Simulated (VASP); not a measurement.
**In: single point with PBEsol**

In:

```
In
1.0
     1.66964    0.96397    8.20746
    -1.66964    0.96397    8.20746
     0.00000   -1.92793    8.20746
In
3
Direct
  0.00000 0.00000 0.00000
  0.77801 0.77801 0.77801
  0.22199 0.22199 0.22199
```

```
Program                 : VASP 6.6.1
Task                    : single point
Functional              : PBEsol
Potentials or basis     : VASP PAW PBE potentials, release 64 (In_d)
Cutoff                  : 520 eV
k mesh                  : 6 × 6 × 6
Occupations             : gaussian, width 0.13 eV
Spin                    : no spin polarisation
Dipole correction       : no
k mesh for the DOS      : 9 × 9 × 9
Occupations for the DOS : tetrahedron
Further INCAR settings  : ALGO = Normal; EDIFF = 1e-06; NBANDS = 26
```

The valence electrons inside the program's atomic spheres are In 11.33.

Levels at points of the mesh, in eV from the Fermi level:
| k point | band 17 | band 18 | band 19 | band 20 | band 21 | band 22 |
| --- | --- | --- | --- | --- | --- | --- |
| (0.00, 0.00, 0.00) | -7.08 | -7.06 | 0.45 | 0.47 | 8.71 | 8.71 |

It took 20 min on 1 thread of Intel Xeon 8259CL, on a shared host, peak memory 0.59 GiB.

Caveat: the k points lie up to 0.36 Å⁻¹ apart; spin-orbit coupling is left out, which moves the levels of the heavy elements.
